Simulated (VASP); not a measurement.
TiCo: single point with PBE

The system is TiCo.

```
Ti Co
1.0
     2.98611    0.00000    0.00000
     0.00000    2.98611    0.00000
     0.00000    0.00000    2.98611
Ti Co
1 1
Direct
  0.00000 0.00000 0.00000
  0.50000 0.50000 0.50000
```

```
Program                : VASP 6.6.1
Task                   : single point
Functional             : PBE
Potentials or basis    : VASP PAW PBE potentials, release 64 (Ti_sv, Co)
Cutoff                 : 520 eV
k mesh                 : 13 × 13 × 13
Occupations            : fermi-dirac, width 0.03 eV
Spin                   : no spin polarisation
Dipole correction      : no
Further INCAR settings : ALGO = Normal; EDIFF = 1e-06; NBANDS = 18
```

```
Pressure               : -2.9 GPa
Band gap on the k mesh : zero (an odd number of electrons rules out a gap without spin polarisation)
```

Levels at points of the mesh, in eV from the Fermi level:
```tsv
k point	band 7	band 8	band 9	band 10	band 11	band 12	band 13	band 14
(0.00, 0.00, 0.00)	-3.72	-1.43	-1.43	-1.43	0.78	0.78	2.70	2.70
```

Run time: 46 s on 1 thread of Intel Xeon 8259CL, on a shared host, peak memory 0.17 GiB.

Caveat: the run has no spin polarisation, though such a crystal can be magnetic. Spin polarisation is off, so any magnetic state and its effect on volume and gap are missing.
